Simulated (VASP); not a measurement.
# GaN (F-43m) in VASP: a series of runs, part 2 of 2

VASP 6.6.1.

## Step 5: Single point, LDA

This run uses another cell than the first one, of 11.06 Å³/atom.

INCAR

```
PREC     = Accurate       # precision mode
ENCUT    = 520            # plane-wave cutoff, eV
EDIFF    = 1E-6           # SCF threshold, eV
ISMEAR   = 0              # smearing method
SIGMA    = 0.02           # smearing width, eV
LREAL    = False          # projectors in reciprocal space
LASPH    = True           # aspherical terms in the spheres
NELM     = 60             # most SCF steps
ALGO     = Normal         # electronic algorithm
ISIF     = 2              # what is computed and relaxed
LWAVE    = False          # write WAVECAR
LCHARG   = True           # write CHGCAR
LELF     = True           # ELF
LVHAR    = True         
NBANDS   = 16             # bands
```

KPOINTS

```
regular mesh
0
Gamma
  10 10 10
```

POSCAR

```
GaN
1.0
    0.0000000000      2.2277008333      2.2277008333
    2.2277008333      0.0000000000      2.2277008333
    2.2277008333      2.2277008333      0.0000000000
Ga N
1 1
Direct
    0.0000000000      0.0000000000      0.0000000000
    0.7500000000      0.7500000000      0.7500000000
```

Potentials or basis: VASP PAW LDA potentials, release 64 (Ga_d, N).

Command:

```bash
$ cat potpaw_LDA.64/Ga_d/POTCAR potpaw_LDA.64/N/POTCAR > POTCAR
$ mpirun -np 1 vasp_std > vasp.out
```

OUTCAR:

```text
PREC = Accurate
   ENCUT = 520
   EDIFF = 1E-6
   ISMEAR = 0
   LREAL = False
   LASPH = True
   NELM = 60
   ISIF = 2

 ion  position               nearest neighbor table
   1  0.000  0.000  0.000-   2 1.93   2 1.93   2 1.93   2 1.93
   2  0.750  0.750  0.750-   1 1.93   1 1.93   1 1.93   1 1.93

  LATTYP: Found a face centered cubic cell.
 ALAT       =     4.4554016666

  Lattice vectors:

 A1 = (   0.0000000000,   2.2277008333,   2.2277008333)
 A2 = (   2.2277008333,   0.0000000000,   2.2277008333)
 A3 = (   2.2277008333,   2.2277008333,   0.0000000000)

Analysis of symmetry for initial positions (statically):
=====================================================================
 Subroutine PRICEL returns:
 Original cell was already a primitive cell.

 Routine SETGRP: Setting up the symmetry group for a
 face centered cubic supercell.

 Subroutine GETGRP returns: Found 24 space group operations
 (whereof 24 operations were pure point group operations)
 out of a pool of 48 trial point group operations.

The static configuration has the point symmetry T_d .

Analysis of symmetry for dynamics (positions and initial velocities):
=====================================================================
 Subroutine PRICEL returns:
 Original cell was already a primitive cell.

 Routine SETGRP: Setting up the symmetry group for a
 face centered cubic supercell.

 Subroutine GETGRP returns: Found 24 space group operations
 (whereof 24 operations were pure point group operations)
 out of a pool of 48 trial point group operations.

The dynamic configuration has the point symmetry T_d .

 Subroutine INISYM returns: Found 24 space group operations
 (whereof 24 operations are pure point group operations),
 and found     1 'primitive' translations

----------------------------------------------------------------------------------------

                                     Primitive cell
[... 109 lines left out ...]
   IMIX   =      4    mixing-type and parameters
     AMIX     =   0.40;   BMIX     =  1.00
     AMIX_MAG =   1.60;   BMIX_MAG =  1.00
  volume/ion in A,a.u.               =      11.06        74.60
  Fermi-wavevector in a.u.,A,eV,Ry     =   1.528617  2.888668 31.792341  2.336671
  Thomas-Fermi vector in A             =   2.636351
   LORBIT       =      0    0 simple, 1 ext, 2 COOP (PROOUT), +10 PAW based schemes
   GGA     = CA    functional components
   LHFCALC =     F    Hartree Fock is set to
   AEXX    =    0.0000 exact exchange contribution
   IVDW    =     0    specifies the selected vdW correction
   LEPSILON=     F    determine dielectric tensor
   LRPA    =     F    only Hartree local field effects (RPA)
 non-spin polarized calculation
 Gauss-broadening in eV      SIGMA  =   0.02
  energy-cutoff  :      520.00
  volume of cell :       22.11
 maximum number of plane-waves:       610
   NGX = 11   NGY = 11   NGZ = 11

 number of electron      18.0000015 magnetization

 Free energy of the ion-electron system (eV)
  ---------------------------------------------------
  ext. energy  EPLUGINS =         0.00000000
  ---------------------------------------------------
  free energy    TOTEN  =       -13.94379212 eV

  energy without entropy =      -13.94379212  energy(sigma->0) =      -13.94379212

 E-fermi :   5.6254     XC(G=0): -12.3037

 val. band max:        5.4192780507   @ k =   0.0000   0.0000   0.0000
 cond. band min:       7.3913213795   @ k =   0.0000   0.0000   0.0000
 fundamental gap:      1.9720433288
 Fermi energy:         5.6254299734

 k-point     1 :       0.0000    0.0000    0.0000
  band No.  band energies     occupation
      1     -10.6885      2.00000
      2      -8.1711      2.00000
      3      -8.1711      2.00000
      4      -8.1711      2.00000
      5      -7.8169      2.00000
      6      -7.8169      2.00000
[... 433 lines left out ...]
      3      -7.9240      2.00000
      4      -7.9227      2.00000
      5      -7.7500      2.00000
      6      -6.8253      2.00000
[... 8 lines left out ...]
     15      28.1210      0.00000
     16      28.1549      0.00000

 [... further k-points ...]

------------------------ aborting loop because EDIFF is reached ----------------------------------------

  FORCE on cell =-STRESS in cart. coord.  units (eV):
  Direction    XX          YY          ZZ          XY          YZ          ZX
  --------------------------------------------------------------------------------------
  -------------------------------------------------------------------------------------
  Total        0.1548300      0.1548300      0.1548300     -0.0000000      0.0000000     -0.0000000
  in kB       11.2192833     11.2192833     11.2192833     -0.0000000      0.0000000     -0.0000000
  external PRESSURE =      11.2192833 kB  Pullay stress =       0.0000000 kB

 VOLUME and BASIS-vectors are now :
 -----------------------------------------------------------------------------
  energy-cutoff  :      520.00
  volume of cell :       22.11
      direct lattice vectors                 reciprocal lattice vectors
     0.000000000  2.227700833  2.227700833    -0.224446655  0.224446655  0.224446655
     2.227700833  0.000000000  2.227700833     0.224446655 -0.224446655  0.224446655
     2.227700833  2.227700833  0.000000000     0.224446655  0.224446655 -0.224446655

 POSITION                                       TOTAL-FORCE (eV/Angst)
 -----------------------------------------------------------------------------------
      0.00000      0.00000      0.00000        -0.000000     -0.000000     -0.000000
      3.34155      3.34155      3.34155         0.000000      0.000000      0.000000
 -----------------------------------------------------------------------------------
    total drift:                               -0.000002     -0.000002     -0.000002

  FREE ENERGIE OF THE ION-ELECTRON SYSTEM (eV)
  ---------------------------------------------------
  free  energy   TOTEN  =       -13.9437921192 eV

  energy  without entropy=      -13.9437921192  energy(sigma->0) =      -13.94379212
```

OSZICAR:

```text
N       E                     dE             d eps       ncg     rms          rms(c)
DAV:   1     0.786791502852E+02    0.78679E+02   -0.93837E+03  1696   0.205E+03
DAV:   2    -0.106603694555E+02   -0.89340E+02   -0.83510E+02  1760   0.327E+02
DAV:   3    -0.159672210277E+02   -0.53069E+01   -0.52922E+01  1720   0.671E+01
DAV:   4    -0.160222808342E+02   -0.55060E-01   -0.55052E-01  1928   0.721E+00
DAV:   5    -0.160229528905E+02   -0.67206E-03   -0.67205E-03  1776   0.729E-01    0.762E+00
DAV:   6    -0.140008492140E+02    0.20221E+01   -0.49407E+00  2256   0.413E+01    0.268E+00
DAV:   7    -0.139719623067E+02    0.28887E-01   -0.25169E-01  1688   0.596E+00    0.169E+00
DAV:   8    -0.139468995116E+02    0.25063E-01   -0.66638E-02  1792   0.272E+00    0.691E-01
DAV:   9    -0.139437951972E+02    0.31043E-02   -0.10989E-02  2016   0.224E+00    0.197E-01
DAV:  10    -0.139438731560E+02   -0.77959E-04   -0.14723E-03  1880   0.521E-01    0.865E-02
DAV:  11    -0.139437900722E+02    0.83084E-04   -0.23190E-04  2296   0.262E-01    0.108E-02
DAV:  12    -0.139437921974E+02   -0.21253E-05   -0.19017E-05  1680   0.395E-02    0.342E-03
DAV:  13    -0.139437921192E+02    0.78265E-07   -0.35494E-07  1080   0.145E-02
   1 F= -.13943792E+02 E0= -.13943792E+02  d E =-.243854E-50
```

Run time: 11 s. Hardware: 1 thread of Intel Xeon 8259CL, shared host; peak memory 0.14 GiB.

Results:

```
Free energy            : -13.9438 eV
Pressure               : 1.1 GPa
Band gap on the k mesh : 1.97 eV
```

## Step 6: Overview

```tsv
level	potentials or basis	spin	cell	cutoff (eV)	smearing	gap on the mesh (eV)	pressure (GPa)
LDA	VASP PAW LDA potentials, release 64 (Ga_d, N)	off	a = 3.080 Å, angles 60.0°, 2 atoms	600	gaussian 0.01 eV	2.41	17.3
PBEsol	VASP PAW PBE potentials, release 64 (Ga_d, N)	non-collinear, typed start, SOC	a = 3.150 Å, angles 60.0°, 2 atoms	600	gaussian 0.01 eV	-	5.3
LDA	VASP PAW LDA potentials, release 64 (Ga_d, N)	off	a = 3.080 Å, angles 60.0°, 2 atoms	520	gaussian 0.01 eV	2.41	17.4
LDA	VASP PAW LDA potentials, release 64 (Ga_d, N)	off	a = 3.150 Å, angles 60.0°, 2 atoms	520	gaussian 0.02 eV	1.97	1.1
```

Alike in all rows: task single point; k mesh 10 × 10 × 10.

Caveats: the cell stands under pressure (at least some runs); the PAW data sets were made with another functional, which shifts forces and pressure a little (at least some runs).

Total energies depend on the potentials used, so only differences within one code and one set of settings carry meaning.
